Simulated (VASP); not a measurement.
Set up this calculation in VASP 6.6.1, as the native input.

| Item | Value |
| --- | --- |
| Task | single point |
| Functional | PBEsol |
| Potentials or basis | VASP PAW PBE potentials, release 64 (Ir) |
| Cutoff | 520 eV |
| k mesh | 12 × 12 × 12 |
| Occupations | fermi-dirac, width 0.05 eV |
| Spin | no spin polarisation |
| Dipole correction | no |
| Further INCAR settings | ALGO = Fast; EDIFF = 1e-06; NBANDS = 10 |

The structure of Ir lies in POSCAR:

```
Ir
1.0
    0.0000000000      1.8897103398      1.8897103398
    1.8897103398      0.0000000000      1.8897103398
    1.8897103398      1.8897103398      0.0000000000
Ir
1
Direct
    0.0000000000      0.0000000000      0.0000000000
```

This cell differs from its parent crystal: volume scaled by 0.96.

One way to write it, as run:

INCAR

```
SYSTEM = Ir
ALGO     = Fast           ! electronic algorithm
EDIFF    = 1E-6           ! SCF threshold, eV
ENCUT    = 520            ! plane-wave cutoff, eV
GGA      = PS             ! functional
ISIF     = 2              ! what is computed and relaxed
ISMEAR   = -1             ! smearing method
LASPH    = .TRUE.         ! aspherical terms in the spheres
LCHARG   = .TRUE.         ! write CHGCAR
LELF     = .TRUE.         ! ELF
LREAL    = .FALSE.        ! projectors in reciprocal space
LVHAR    = .TRUE.       
LWAVE    = .FALSE.        ! write WAVECAR
NBANDS   = 10             ! bands
NELM     = 100            ! most SCF steps
PREC     = Accurate       ! precision mode
SIGMA    = 0.05           ! smearing width, eV
```

KPOINTS

```
k-points
0
G
  12 12 12
  0 0 0
```

Potentials or basis: VASP PAW PBE potentials, release 64 (Ir).

The run is started by

```bash
$ cat potpaw_PBE.64/Ir/POTCAR > POTCAR
$ mpirun -np 1 vasp_std > vasp.out
```

It gave:

* Pressure: 17.8 GPa

Caveat: the PAW data sets were made with another functional, which shifts forces and pressure a little.

Run time: 9.5 s on 1 thread of Intel(R) Xeon(R) Platinum 8488C (Sapphire Rapids), with other jobs on the host, peak memory 0.13 GiB.
